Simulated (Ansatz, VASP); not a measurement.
## LaB6 in VASP and in Ansatz

Contents of INCAR:

```
ALGO = Normal
EDIFF = 1E-6
EDIFFG = -0.001
ENCUT = 600
GGA = PS
IBRION = 2
ISIF = 3
ISMEAR = -1
LASPH = T
LCHARG = F
LREAL = F
LWAVE = F
NELM = 100
NSW = 80
PREC = Accurate
SIGMA = 0.15
```

File KPOINTS:

```
k-points
0
Gamma
  8 8 8
```

The input POSCAR:

```
LaB6
1.0
    4.1298262930      0.0000000000      0.0000000000
    0.0000000000      4.1298262930      0.0000000000
    0.0000000000      0.0000000000      4.1298262930
La B
1 6
Direct
    0.0000000000      0.0000000000      0.0000000000
    0.1996700433      0.5000000000      0.5000000000
    0.5000000000      0.1996700433      0.5000000000
    0.8003299567      0.5000000000      0.5000000000
    0.5000000000      0.8003299567      0.5000000000
    0.5000000000      0.5000000000      0.1996700433
    0.5000000000      0.5000000000      0.8003299567
```

Input for Ansatz:

```yaml
crystal:
  lattice:
    - [4.1298262062, 0.0, 0.0]
    - [0.0, 4.1298262062, 0.0]
    - [0.0, 0.0, 4.1298262062]
  atoms:
    - { symbol: La, position: [0.0, 0.0, 0.0] }
    - { symbol: B, position: [0.1996699358, 0.5, 0.5] }
    - { symbol: B, position: [0.5, 0.1996699358, 0.5] }
    - { symbol: B, position: [0.8003300642, 0.5, 0.5] }
    - { symbol: B, position: [0.5, 0.8003300642, 0.5] }
    - { symbol: B, position: [0.5, 0.5, 0.1996699358] }
    - { symbol: B, position: [0.5, 0.5, 0.8003300642] }
basis:
  ecutwfc: 420
kpoints:
  mp_grid: { grid: [8, 8, 8] }
hamiltonian:
  xc: pbesol
scf:
  occupations: { method: fermi_dirac, width: 0.15 }
output:
  forces: true
  stress: true
  eigenvalues: true
relax:
  adjacent_minimum: "off"
  f_tol: 0.001
  max_steps: 60
  cell: { stress_tol: 0.01 }
```

Alike in both runs: task relaxation of cell and atoms; functional PBEsol; k mesh 8 × 8 × 8; occupations fermi-dirac, width 0.15 eV; no spin polarisation.

|  | VASP | Ansatz |
| --- | --- | --- |
| version | VASP 6.6.1 | Ansatz 0.2.0 |
| potentials or method | VASP PAW PBE potentials, release 64 (La, B), cutoff 600 eV | scalar-relativistic, plane waves, PAW |
| valence electrons in the cell | 29 | 29 |

|  | VASP | Ansatz | Ansatz less VASP |
| --- | --- | --- | --- |
| gap on the k mesh at the Fermi level, each at its own relaxed structure (eV) | none | none | - |
| relaxed volume (Å³/atom) | 10.07 | 10.07 | -0.006 |
| relaxed cell length with the largest relative difference (Å) | 4.131 | 4.130 | -0.0008 |

VASP's potentials were made for PBE, not for PBEsol. A gap of «none» marks a metal or a gap that the smearing closes.

Spin-orbit coupling is off throughout.
